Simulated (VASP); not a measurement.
Pb, 1 atom in the cell. It takes space group Im-3m (No. 229, cubic). Conventional cell: a = 4.265 Å, b = 4.265 Å, c = 4.265 Å, α = 90.00°, β = 90.00°, γ = 90.00°. Within 4.9 Å of Pb (site symmetry m-3m) lie 14 Pb at 3.69 to 4.27 Å. This isn't the form of Pb at room conditions, which is fcc.

```yaml
Program: VASP 6.6.1
Task: single point
Functional: SVWN5
Potentials_or_basis: VASP PAW PBE potentials, release 64 (Pb_d)
Cutoff: 520 eV
k_mesh: 9 × 9 × 9
Occupations: methfessel-paxton, width 0.1 eV
Spin: collinear spin, zero start
Starting_moments: "[0.0] μB"
Dipole_correction: no
Further_INCAR_settings: ALGO = Fast; EDIFF = 1e-07; NBANDS = 17
```

Potentials or basis: VASP PAW PBE potentials, release 64 (Pb_d).

Command:

```sh
$ cat potpaw_PBE.64/Pb_d/POTCAR > POTCAR
$ mpirun -np 1 vasp_std > vasp.out
```

Hardware: 1 thread of Intel(R) Xeon(R) 6975P-C (Granite Rapids), with other jobs on the host.

**Question.** How long does it take, and how much memory?

**Answer.** It took 24 s on 1 thread of Intel(R) Xeon(R) 6975P-C (Granite Rapids), with other jobs on the host, peak memory 0.16 GiB. Counts: scf iterations 18, k points 35.
